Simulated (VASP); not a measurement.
Input of a VASP 6.6.1 run:

The input INCAR:

```
PREC = Accurate
ENCUT = 520
EDIFF = 1E-6
ISMEAR = 0
SIGMA = 0.15
LREAL = False
LASPH = True
NELM = 100
ALGO = Fast
ISIF = 2
LWAVE = False
LCHARG = False
GGA = PE
NBANDS = 21
```

File KPOINTS:

```
regular mesh
0
Gamma
  16 16 16
```

File POSCAR:

```
Mo
1.0
    0.0000000000     -3.1420000000      0.0000000000
   -3.1420000000      0.0000000000      0.0000000000
    0.0000000000      0.0000000000     -3.1420000000
Mo
2
Direct
    0.5000000000      0.5000000000      0.4641947804
    0.0000000000      0.0000000000      0.0358052196
```

Potentials or basis: VASP PAW PBE potentials, release 64 (Mo_sv).

Run with:

```console
$ cat potpaw_PBE.64/Mo_sv/POTCAR > POTCAR
$ mpirun -np 1 vasp_std > vasp.out
```

(1) What does it give for the band gap on the k mesh?

(2) Estimate the largest force.

(3) What does it give for the pressure?

Answers

(1) zero (bands 14 and 15 overlap by 2.13 eV).

(2) 1.723 eV/Å.

(3) 9.0 GPa.

Caveat: the cell differs from its parent crystal (atoms displaced along a vibrational mode); the cell stands under pressure; forces of over 1 eV/Å act on the atoms, so gaps and moduli don't describe the material at rest.
